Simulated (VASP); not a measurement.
## FePt: single point with PBE

FePt:

```
Pt Fe
1.0
     2.72350    0.00000    0.00000
     0.00000    2.72350    0.00000
     0.00000    0.00000    3.72000
Pt Fe
1 1
Cartesian
  1.3618 1.3618 1.8600
  0.0000 0.0000 0.0000
```

* Program: VASP 6.6.1
* Task: single point
* Functional: PBE
* Potentials or basis: VASP PAW PBE potentials, release 64 (Pt, Fe)
* Cutoff: 520 eV
* k mesh: 8 × 8 × 6
* Occupations: fermi-dirac, width 0.1 eV
* Spin: collinear spin, ferromagnetic start
* Starting moments: [0.0, 3.0] μB
* Dipole correction: no
* Further INCAR settings: ALGO = Normal; EDIFF = 1e-06; NBANDS = 20

```json
{"Pressure": "3.3 GPa", "Net moment": "3.33 μB per cell", "Site moments": "Pt +0.36; Fe +2.95 μB", "Valence electrons inside the program's atomic spheres": "Pt 9.44; Fe 6.98"}
```

Stress tensor (GPa, compression positive):
```
3.03 0.00 0.00
0.00 3.03 0.00
0.00 0.00 3.84
```

Levels at points of the mesh, in eV from the Fermi level:
Spin up:
```
           k point  band 7  band 8  band 9  band 10  band 11  band 12  band 13  band 14  band 15  band 16
(0.00, 0.00, 0.00)   -2.12   -1.91   -0.49    -0.37    -0.37     2.32     9.80    11.69    11.69    17.24
(0.50, 0.00, 0.00)   -2.64   -2.52   -2.15    -1.59     0.15     2.07    10.49    10.58    12.57    13.31
(0.50, 0.50, 0.00)   -0.51   -0.46   -0.46     0.59     1.64     1.64     7.62    10.06    10.92    12.40
(0.00, 0.00, 0.50)   -2.32   -2.32   -2.12    -2.12    -1.86    -0.79    15.67    15.70    16.23    16.23
(0.50, 0.00, 0.50)   -1.22   -0.83   -0.55    -0.49    -0.45    -0.39     4.74     6.84    16.22    16.55
(0.50, 0.50, 0.50)   -2.33   -1.72   -1.07     0.60     6.89     6.89     7.72     8.37     8.50     8.56
```
Spin down:
```
           k point  band 6  band 7  band 8  band 9  band 10  band 11
(0.00, 0.00, 0.00)   -0.76   -0.71    0.62    1.71     1.72     1.72
(0.50, 0.00, 0.00)   -1.32   -1.13   -0.86    0.55     0.74     2.42
(0.50, 0.50, 0.00)    1.28    1.67    1.75    1.79     1.79     1.79
(0.00, 0.00, 0.50)   -1.85   -1.38   -0.52    0.21     0.48     0.48
(0.50, 0.00, 0.50)   -0.43   -0.40   -0.34    0.95     1.53     1.61
(0.50, 0.50, 0.50)   -1.32   -1.32    0.81    1.00     1.75     7.62
```

Run time: 54 s on 1 thread of AMD EPYC 7R13, with other jobs on the host, peak memory 0.15 GiB.

Caveat: the cell stands under pressure; spin-orbit coupling is left out, which moves the levels of the heavy elements.
